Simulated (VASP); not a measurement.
Write the native input for VASP 6.6.1 that does the following.

```
Task                   : single point
Functional             : r2SCAN
Potentials or basis    : VASP PAW PBE potentials, release 64 (Sn_d, Ni)
Cutoff                 : 520 eV
k mesh                 : 10 × 10 × 10
Occupations            : gaussian, width 0.1 eV
Spin                   : no spin polarisation
Dipole correction      : no
Further INCAR settings : ALGO = Normal; EDIFF = 1e-07; NBANDS = 34
```

NiSn3:

```
CELL_PARAMETERS angstrom
0.00000 3.50461 3.50461
3.50461 0.00000 3.50461
3.50461 3.50461 0.00000
ATOMIC_POSITIONS crystal
Sn 0.25000 0.25000 0.25000
Sn 0.75000 0.75000 0.75000
Sn 0.50000 0.50000 0.50000
Ni 0.00000 0.00000 0.00000
```

One way to write it, as run:

POSCAR

```
NiSn3
1.0
    0.0000000000      3.5046081538      3.5046081538
    3.5046081538      0.0000000000      3.5046081538
    3.5046081538      3.5046081538      0.0000000000
Sn Ni
3 1
Direct
    0.2500000000      0.2500000000      0.2500000000
    0.7500000000      0.7500000000      0.7500000000
    0.5000000000      0.5000000000      0.5000000000
    0.0000000000      0.0000000000      0.0000000000
```

INCAR.step1

```
ALGO = Normal
EDIFF = 1E-4
ENCUT = 520
GGA = PE
ISMEAR = 0
LASPH = T
LCHARG = F
LREAL = F
LWAVE = T
NBANDS = 34
NELM = 100
PREC = Accurate
SIGMA = 0.1
```

INCAR.step2

```
ALGO = Normal
EDIFF = 1E-7
ENCUT = 520
ISIF = 2
ISMEAR = 0
ISTART = 1
LASPH = T
LCHARG = F
LMIXTAU = T
LREAL = F
LWAVE = F
METAGGA = R2SCAN
NBANDS = 34
NELM = 100
PREC = Accurate
SIGMA = 0.1
```

KPOINTS

```
k-points
0
Gamma
  10 10 10
```

Potentials or basis: VASP PAW PBE potentials, release 64 (Sn_d, Ni).

Run with:

```console
$ cat potpaw_PBE.64/Sn_d/POTCAR potpaw_PBE.64/Ni/POTCAR > POTCAR
$ cp INCAR.step1 INCAR
$ mpirun -np 1 vasp_std > vasp.out
$ cp INCAR.step2 INCAR
$ mpirun -np 1 vasp_std > vasp.out
```

It gave:

* Pressure: 1.9 GPa
* Band gap on the k mesh: zero (band 26 reaches 9.72 eV, above the bottom of band 27 at 8.74 eV)

Caveat: the PAW data sets were made with another functional, which shifts forces and pressure a little; spin-orbit coupling is left out, which moves the levels of the heavy elements.

Wall time 7.6 min on 1 thread of AMD EPYC 9R45 96-Core Processor (Zen 5), on a shared host, peak memory 0.29 GiB.
